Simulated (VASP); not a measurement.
Set up this calculation in VASP 6.6.1, as the native input.

```
Task                   : relaxation of cell and atoms
Functional             : PBE
Potentials or basis    : VASP PAW PBE potentials, release 64 (Ag)
Cutoff                 : 600 eV
k mesh                 : 24 × 24 × 12
Occupations            : gaussian, width 0.1 eV
Spin                   : no spin polarisation
Dipole correction      : no
Further INCAR settings : ALGO = Fast; EDIFF = 1e-06; IBRION = 2; EDIFFG = -0.01; NSW = 100; ISIF = 3
```

The structure of Ag lies in POSCAR:

```
Ag
1.0
    2.9760692472      0.0000000000      0.0000000000
   -1.4880346236      2.5773515715      0.0000000000
    0.0000000000      0.0000000000      4.7094983010
Ag
2
Direct
    0.6666666667      0.3333333333      0.2500000000
    0.3333333333      0.6666666667      0.7500000000
```

This isn't the form of Ag at room conditions, which is fcc.

One way to write it, as run:

INCAR

```
PREC = Accurate
ENCUT = 600
EDIFF = 1E-6
ISMEAR = 0
SIGMA = 0.1
LREAL = False
LASPH = True
NELM = 80
ALGO = Fast
ISIF = 3
LWAVE = False
LCHARG = False
GGA = PE
IBRION = 2
NSW = 100
EDIFFG = -0.01
```

KPOINTS

```
regular mesh
0
Gamma
  24 24 12
```

Potentials or basis: VASP PAW PBE potentials, release 64 (Ag).

Launch:

```sh
$ cat potpaw_PBE.64/Ag/POTCAR > POTCAR
$ mpirun -np 1 vasp_std > vasp.out
```

Results of the run:

| Property | Result |
| --- | --- |
| Relaxed volume | 17.85 Å³/atom |
| Relaxed cell | a = 2.930 Å, b = 2.930 Å, c = 4.803 Å, α = 90.00°, β = 90.00°, γ = 120.00° |
| Space group after relaxing (to 0.1 Å) | P6_3/mmc (No. 194) |
| Energy gained by relaxing | 5.2 meV/atom |
| Ionic steps | 5 |
| Pressure after relaxing | 0.0 GPa |
| Band gap on the k mesh | zero (bands 11 and 12 overlap by 7.37 eV) |

Run time: 16 min on 1 thread of Intel Xeon 8259CL (shared host), peak memory 0.37 GiB.
